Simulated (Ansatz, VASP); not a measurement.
One calculation of Ge, two programs

```
Ge
1.0
     0.00000    2.85192    2.85192
     2.85192    0.00000    2.85192
     2.85192    2.85192    0.00000
Ge
2
Direct
  0.00000 0.00000 0.00000
  0.25000 0.25000 0.25000
```

Alike in both runs: task single point; functional PBE; k mesh 8 × 8 × 8; occupations fermi-dirac, width 0.0612256 eV; no spin polarisation.

|  | VASP | Ansatz |
| --- | --- | --- |
| version | VASP 6.6.1 | Ansatz 0.2 development build |
| potentials or method | VASP PAW PBE potentials, release 64 (Ge_d), cutoff 500 eV | all-electron full-potential LAPW, scalar-relativistic |

Ansatz gave:

* pressure (GPa): 1.9

What did VASP give for the same quantities?

Pressure (GPa): 1.8.

Ansatz ran all-electron here, and VASP with PAW potentials.
